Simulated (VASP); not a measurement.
# HgF3 in VASP: further runs

Runs on HgF3. Level: PBE. Tasks: single point.

Everything below comes from runs of VASP 6.6.1. Logs are shortened: lines on timing, memory, paths and dates and some standing lists are left out, and cuts for length are marked.

**1. The cell of the first run**

Symmetry: Fm-3m, No. 225, cubic system. Conventional cell: a = 5.726 Å, b = 5.726 Å, c = 5.726 Å, α = 90.00°, β = 90.00°, γ = 90.00°. Hg (site symmetry m-3m) has 14 F at 2.48 to 2.86 Å within 3.3 Å. Within 3.3 Å of F (site symmetry m-3m) lie 8 F at 2.48 Å and 6 Hg at 2.86 Å. Within 3.3 Å of F (site symmetry -43m) lie 4 Hg at 2.48 Å and 10 F at 2.48 to 2.86 Å.

**2. Single point, PBE**

INCAR reads:

```
SYSTEM = HgF3
PREC     = Accurate       ! precision mode
ENCUT    = 520            ! plane-wave cutoff, eV
EDIFF    = 1E-6           ! SCF threshold, eV
ISMEAR   = -1             ! smearing method
SIGMA    = 0.05           ! smearing width, eV
LREAL    = .False.        ! projectors in reciprocal space
LASPH    = .True.         ! aspherical terms in the spheres
NELM     = 80             ! most SCF steps
ALGO     = Normal         ! electronic algorithm
ISIF     = 2              ! what is computed and relaxed
LWAVE    = .False.        ! write WAVECAR
LCHARG   = .False.        ! write CHGCAR
GGA      = PE             ! functional
NBANDS   = 24             ! bands
```

KPOINTS reads:

```
regular mesh
0
Gamma
  8 8 8
  0 0 0
```

POSCAR reads:

```
HgF3
1.0
    0.0000000000      2.8631710000      2.8631710000
    2.8631710000      0.0000000000      2.8631710000
    2.8631710000      2.8631710000      0.0000000000
Hg F
1 3
Direct
    0.0000000000      0.0000000000      0.0000000000
    0.5000000000      0.5000000000      0.5000000000
    0.7500000000      0.7500000000      0.7500000000
    0.2500000000      0.2500000000      0.2500000000
```

Potentials or basis: VASP PAW PBE potentials, release 64 (Hg, F).

Started as:

```console
> cat potpaw_PBE.64/Hg/POTCAR potpaw_PBE.64/F/POTCAR > POTCAR
> mpirun -np 1 vasp_std > vasp.out
```

OUTCAR:

```text
SYSTEM = HgF3
   PREC = Accurate
   ENCUT = 520
   EDIFF = 1E-6
   ISMEAR = -1
   LREAL = .False.
   LASPH = .True.
   NELM = 80
   ISIF = 2
   GGA = PE

 ion  position               nearest neighbor table
   1  0.000  0.000  0.000-   3 2.48   4 2.48   3 2.48   3 2.48   3 2.48   4 2.48   4 2.48   4 2.48
                             2 2.86   2 2.86   2 2.86   2 2.86   2 2.86   2 2.86
   2  0.500  0.500  0.500-   1 2.86   1 2.86   1 2.86   1 2.86   1 2.86   1 2.86
   3  0.750  0.750  0.750-   1 2.48   1 2.48   1 2.48   1 2.48
   4  0.250  0.250  0.250-   1 2.48   1 2.48   1 2.48   1 2.48

  LATTYP: Found a face centered cubic cell.
 ALAT       =     5.7263420000

  Lattice vectors:

 A1 = (   0.0000000000,   2.8631710000,   2.8631710000)
 A2 = (   2.8631710000,   0.0000000000,   2.8631710000)
 A3 = (   2.8631710000,   2.8631710000,   0.0000000000)

Analysis of symmetry for initial positions (statically):
=====================================================================
 Subroutine PRICEL returns:
 Original cell was already a primitive cell.

 Routine SETGRP: Setting up the symmetry group for a
 face centered cubic supercell.

 Subroutine GETGRP returns: Found 48 space group operations
 (whereof 48 operations were pure point group operations)
 out of a pool of 48 trial point group operations.

The static configuration has the point symmetry O_h .

Analysis of symmetry for dynamics (positions and initial velocities):
=====================================================================
 Subroutine PRICEL returns:
 Original cell was already a primitive cell.

 Routine SETGRP: Setting up the symmetry group for a
 face centered cubic supercell.

 Subroutine GETGRP returns: Found 48 space group operations
 (whereof 48 operations were pure point group operations)
 out of a pool of 48 trial point group operations.

The dynamic configuration has the point symmetry O_h .

 Subroutine INISYM returns: Found 48 space group operations
 (whereof 48 operations are pure point group operations),
 and found     1 'primitive' translations

----------------------------------------------------------------------------------------

                                     Primitive cell

  volume of cell :      46.9431

  direct lattice vectors                    reciprocal lattice vectors
     0.000000000  2.863171000  2.863171000    -0.174631554  0.174631554  0.174631554
     2.863171000  0.000000000  2.863171000     0.174631554 -0.174631554  0.174631554
     2.863171000  2.863171000  0.000000000     0.174631554  0.174631554 -0.174631554

  length of vectors
     4.049135260  4.049135260  4.049135260     0.302470723  0.302470723  0.302470723

  position of ions in fractional coordinates (direct lattice)
     0.000000000  0.000000000  0.000000000
     0.500000000  0.500000000  0.500000000
     0.750000000  0.750000000  0.750000000
     0.250000000  0.250000000  0.250000000

  ion indices of the primitive-cell ions
   primitive index   ion index
                 1           1
                 2           2
                 3           3
                 4           4

----------------------------------------------------------------------------------------

 KPOINTS: regular mesh

Automatic generation of k-mesh.
 Grid dimensions read from file:
 generate k-points for:    8    8    8

 Generating k-lattice:

  Cartesian coordinates                     Fractional coordinates (reciprocal lattice)
    -0.021828944  0.021828944  0.021828944     0.125000000  0.000000000  0.000000000
     0.021828944 -0.021828944  0.021828944     0.000000000  0.125000000  0.000000000
     0.021828944  0.021828944 -0.021828944     0.000000000  0.000000000  0.125000000

  Length of vectors
     0.037808840  0.037808840  0.037808840

  Shift w.r.t. Gamma in fractional coordinates (k-lattice)
     0.000000000  0.000000000  0.000000000

 Subroutine IBZKPT returns following result:
 ===========================================

 Found     29 irreducible k-points:

 Following reciprocal coordinates:
            Coordinates               Weight
  0.000000  0.000000  0.000000      1.000000
  0.125000  0.000000  0.000000      8.000000
  0.250000  0.000000  0.000000      8.000000
  0.375000  0.000000  0.000000      8.000000
  0.500000  0.000000  0.000000      4.000000
  0.125000  0.125000  0.000000      6.000000
[... 16 lines left out ...]
  0.500000  0.250000  0.125000     48.000000
 -0.375000  0.250000  0.125000     24.000000
 [... further k-points ...]
   k-points           NKPTS =     29   k-points in BZ     NKDIM =     29   number of bands    NBANDS=     24
   number of dos      NEDOS =    301   number of ions     NIONS =      4
   total plane-waves  NPLWV =  27000
   dimension x,y,z NGX =    30 NGY =   30 NGZ =   30
   dimension x,y,z NGXF=    60 NGYF=   60 NGZF=   60
   ions per type =               1   3
   NGX,Y,Z   is equivalent  to a cutoff of  12.32, 12.32, 12.32 a.u.
   NGXF,Y,Z  is equivalent  to a cutoff of  24.63, 24.63, 24.63 a.u.
 SYSTEM =  HgF3
   PREC   = accura    normal or accurate (medium, high low for compatibility)
   ISTART =      0    job   : 0-new  1-cont  2-samecut
   ICHARG =      2    charge: 1-file 2-atom 10-const
   ISPIN  =      1    spin polarized calculation?
   LNONCOLLINEAR =      F non collinear calculations
   LSORBIT =      F    spin-orbit coupling
   LASPH  =      T    aspherical Exc in radial PAW
   ENCUT  =  520.0 eV  38.22 Ry    6.18 a.u.   7.53  7.53  7.53*2*pi/ulx,y,z
   NELM   =     80;   NELMIN=  2; NELMDL= -5     # of ELM steps
   EDIFF  = 0.1E-05   stopping-criterion for ELM
   LREAL  =      F    real-space projection
   EDIFFG = 0.1E-04   stopping-criterion for IOM
   NSW    =      0    number of steps for IOM
   IBRION =     -1    ionic relax: 0-MD 1-quasi-New 2-CG
   NFREE  =      0    steps in history (QN), initial steepest desc. (CG)
   ISIF   =      2    stress and relaxation
   ISYM   =      2    0-nonsym 1-usesym 2-fastsym
   POTIM  = 0.5000    time-step for ionic-motion
   TEBEG  =    0.0;   TEEND  =   0.0 temperature during run
   PSTRESS=    0.0 pullay stress
   NELECT =      33.0000    total number of electrons
   NUPDOWN=      -1.0000    fix difference up-down
   EMIN   =  10.00;   EMAX   =-10.00  energy-range for DOS
   EFERMI =   0.00;   METHOD = LEGACY
   ISMEAR =    -1;   SIGMA  =   0.05  broadening in eV -4-tet -1-fermi 0-gaus
   EFERMI_NEDOS =   21; number of points for ismear=-14 and -15
   IALGO  =     38    algorithm
   IMIX   =      4    mixing-type and parameters
     AMIX     =   0.40;   BMIX     =  1.00
     AMIX_MAG =   1.60;   BMIX_MAG =  1.00
  volume/ion in A,a.u.               =      11.74        79.20
  Fermi-wavevector in a.u.,A,eV,Ry     =   1.455645  2.750771 28.829424  2.118903
  Thomas-Fermi vector in A             =   2.572656
   LORBIT       =      0    0 simple, 1 ext, 2 COOP (PROOUT), +10 PAW based schemes
   GGA     = PE    functional components
   LHFCALC =     F    Hartree Fock is set to
   AEXX    =    0.0000 exact exchange contribution
   IVDW    =     0    specifies the selected vdW correction
   LEPSILON=     F    determine dielectric tensor
   LRPA    =     F    only Hartree local field effects (RPA)
 non-spin polarized calculation
  energy-cutoff  :      520.00
  volume of cell :       46.94
 maximum number of plane-waves:      1283
   NGX = 15   NGY = 15   NGZ = 15

 number of electron      33.0000006 magnetization

 Free energy of the ion-electron system (eV)
  ---------------------------------------------------
  ext. energy  EPLUGINS =         0.00000000
  ---------------------------------------------------
  free energy    TOTEN  =        -8.64869603 eV

  energy without entropy =       -8.58130937  energy(sigma->0) =       -8.61500270

 E-fermi :  -0.7042     XC(G=0): -11.1158

 val. band max:       -0.7189072250   @ k =   0.5000   0.2500   0.1250
 cond. band min:      -0.6996808580   @ k =   0.3750   0.2500   0.1250
 fundamental gap:      0.0192263670
 Fermi energy:        -0.7042100968

 k-point     1 :       0.0000    0.0000    0.0000
  band No.  band energies     occupation
      1     -21.9843      2.00000
      2     -20.9378      2.00000
      3     -20.0186      2.00000
      4      -5.6843      2.00000
      5      -5.6843      2.00000
      6      -5.6843      2.00000
[... 16 lines left out ...]
     23      17.7851      0.00000
     24      19.9119      0.00000

 k-point     2 :       0.1250    0.0000    0.0000
  band No.  band energies     occupation
      1     -21.9280      2.00000
      2     -20.9647      2.00000
      3     -20.0524      2.00000
      4      -5.6384      2.00000
      5      -5.6384      2.00000
      6      -5.5698      2.00000
[... 16 lines left out ...]
     23      17.9918      0.00000
     24      19.7684      0.00000

 k-point     3 :       0.2500    0.0000    0.0000
  band No.  band energies     occupation
      1     -21.7743      2.00000
      2     -21.0386      2.00000
      3     -20.1395      2.00000
      4      -5.5519      2.00000
      5      -5.5519      2.00000
      6      -5.2007      2.00000
[... 16 lines left out ...]
     23      18.4575      0.00000
     24      19.4681      0.00000
[... 514 lines left out ...]
 k-point    23 :       0.5000    0.2500    0.1250
  band No.  band energies     occupation
      1     -21.4741      2.00000
      2     -21.1675      2.00000
      3     -20.3189      2.00000
      4      -5.3700      2.00000
      5      -5.1978      2.00000
      6      -4.9807      2.00000
[... 16 lines left out ...]
     23      18.7632      0.00000
     24      19.1313      0.00000

 k-point    24 :      -0.3750    0.2500    0.1250
  band No.  band energies     occupation
      1     -21.3268      2.00000
      2     -21.2703      2.00000
      3     -20.3647      2.00000
      4      -5.3726      2.00000
      5      -5.1977      2.00000
      6      -4.9689      2.00000
[... 16 lines left out ...]
     23      18.8339      0.00000
     24      19.6272      0.00000

 [... further k-points ...]

------------------------ aborting loop because EDIFF is reached ----------------------------------------

  FORCE on cell =-STRESS in cart. coord.  units (eV):
  Direction    XX          YY          ZZ          XY          YZ          ZX
  --------------------------------------------------------------------------------------
  -------------------------------------------------------------------------------------
  Total        0.4612706      0.4612706      0.4612706      0.0000000      0.0000000      0.0000000
  in kB       15.7432543     15.7432543     15.7432543      0.0000000      0.0000000      0.0000000
  external PRESSURE =      15.7432543 kB  Pullay stress =       0.0000000 kB

 VOLUME and BASIS-vectors are now :
 -----------------------------------------------------------------------------
  energy-cutoff  :      520.00
  volume of cell :       46.94
      direct lattice vectors                 reciprocal lattice vectors
     0.000000000  2.863171000  2.863171000    -0.174631554  0.174631554  0.174631554
     2.863171000  0.000000000  2.863171000     0.174631554 -0.174631554  0.174631554
     2.863171000  2.863171000  0.000000000     0.174631554  0.174631554 -0.174631554

 POSITION                                       TOTAL-FORCE (eV/Angst)
 -----------------------------------------------------------------------------------
      0.00000      0.00000      0.00000        -0.000000      0.000000     -0.000000
      2.86317      2.86317      2.86317        -0.000000      0.000000     -0.000000
      4.29476      4.29476      4.29476        -0.000000      0.000000      0.000000
      1.43159      1.43159      1.43159         0.000000     -0.000000     -0.000000
 -----------------------------------------------------------------------------------
    total drift:                                0.000000     -0.000000      0.000000

  FREE ENERGIE OF THE ION-ELECTRON SYSTEM (eV)
  ---------------------------------------------------
  free  energy   TOTEN  =        -8.6486960263 eV

  energy  without entropy=       -8.5813093703  energy(sigma->0) =       -8.61500270
```

It took 22 s on 1 thread of AMD EPYC 9R45 (Zen 5), shared host; peak memory 0.15 GiB.

What came out:

| Property | Result |
| --- | --- |
| Free energy | -8.6487 eV |
| Pressure | 1.6 GPa |

Caveat: spin-orbit coupling is left out, which moves the levels of the heavy elements; an odd number of electrons without spin polarisation forces a metal; a magnetic or distorted state may lie lower.

[end of part 1 of 2]
